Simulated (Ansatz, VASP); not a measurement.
## One calculation of Al3InAs4, two programs

Contents of INCAR:

```
PREC = Accurate
ENCUT = 600
EDIFF = 1E-7
ISMEAR = 0
SIGMA = 0.02
LREAL = F
LASPH = T
NELM = 60
ALGO = Normal
ISIF = 3
LWAVE = F
LCHARG = F
GGA = PE
IBRION = 2
NSW = 100
EDIFFG = -0.01
```

The input KPOINTS:

```
Automatic mesh
0
Gamma
  6 6 6
```

The input POSCAR:

```
Al3InAs4
1.0
    5.8354873000      0.0000000000      0.0000000000
    0.0000000000      5.8354873000      0.0000000000
    0.0000000000      0.0000000000      5.8354873000
Al In As
3 1 4
Direct
    0.5000000000      0.0000000000      0.0000000000
    0.0000000000      0.0000000000      0.5000000000
    0.0000000000      0.5000000000      0.0000000000
    0.5000000000      0.5000000000      0.5000000000
    0.7606310000      0.2393690000      0.7606310000
    0.7606310000      0.7606310000      0.2393690000
    0.2393690000      0.2393690000      0.2393690000
    0.2393690000      0.7606310000      0.7606310000
```

Input for Ansatz:

```yaml
crystal:
  lattice:
    - [5.8354873, 0.0, 0.0]
    - [0.0, 5.8354873, 0.0]
    - [0.0, 0.0, 5.8354873]
  atoms:
    - { symbol: Al, position: [0.5, 0.0, 0.0] }
    - { symbol: Al, position: [0.0, 0.0, 0.5] }
    - { symbol: Al, position: [0.0, 0.5, 0.0] }
    - { symbol: In, position: [0.5, 0.5, 0.5] }
    - { symbol: As, position: [0.760631, 0.239369, 0.760631] }
    - { symbol: As, position: [0.760631, 0.760631, 0.239369] }
    - { symbol: As, position: [0.239369, 0.239369, 0.239369] }
    - { symbol: As, position: [0.239369, 0.760631, 0.760631] }
basis:
  ecutwfc: 420
kpoints:
  mp_grid: { grid: [6, 6, 6] }
hamiltonian:
  xc: pbe
scf:
  occupations: { method: gaussian, width: 0.02 }
output:
  forces: true
  stress: true
  eigenvalues: true
  write_density: true
  write_potential: true
  elf: true
  volumetric_format: npy
relax:
  adjacent_minimum: "off"
  f_tol: 0.01
  max_steps: 80
  cell: { stress_tol: 0.05 }
```

Alike in both runs: task relaxation of cell and atoms; functional PBE; k mesh 6 × 6 × 6; occupations gaussian, width 0.02 eV; no spin polarisation.

```csv
,VASP,Ansatz
version,VASP 6.6.1,Ansatz 0.2.0
potentials or method,"VASP PAW PBE potentials, release 64 (Al, In_d, As), cutoff 600 eV","scalar-relativistic, plane waves, PAW"
valence electrons in the cell,42,82
```

```tsv
	VASP	Ansatz	Ansatz less VASP
gap on the k mesh at the Fermi level, each at its own relaxed structure (eV)	1.14	1.16	+0.019
relaxed volume (Å³/atom)	24.92	24.84	-0.081
relaxed length of the cell vector where the two differ most in proportion (Å)	5.842	5.835	-0.0064
```

VASP's potentials hold 42 valence electrons a cell and Ansatz's 82, so a difference there can come from the potentials and not from the codes.
